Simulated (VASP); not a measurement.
Crystal: Fe.

```
Fe
1.0
    -1.47186    1.47186    1.44300
     1.47186   -1.47186    1.44300
     1.47186    1.47186   -1.44300
Fe
1
Direct
  0.00000 0.00000 0.00000
```

Base run:

| Item | Value |
| --- | --- |
| Program | VASP 6.6.1 |
| Functional | PBE |
| Potentials or basis | VASP PAW PBE potentials, release 64 (Fe) |
| Cutoff | 520 eV |
| k mesh | 11 × 11 × 11 |
| Occupations | fermi-dirac, width 0.05 eV |
| Spin | collinear spin, ferromagnetic start |
| Starting moments | [3.0] μB |

Its results: pressure -12.3 GPa; net moment 2.44 μB per cell; site moments Fe +2.45 μB.

Problem. The run is repeated on the same cell with these changes: functional from PBE to PBEsol; further incar settings from ALGO = Normal; EDIFF = 1e-07; NBANDS = 14 to ALGO = Normal; EDIFF = 1e-06; NBANDS = 14. What comes out?

Solution. Pressure -20.3 GPa; net moment 2.43 μB per cell; site moments Fe +2.44 μB.

Caveats: the PAW data sets were made with another functional, which shifts forces and pressure a little (some runs).
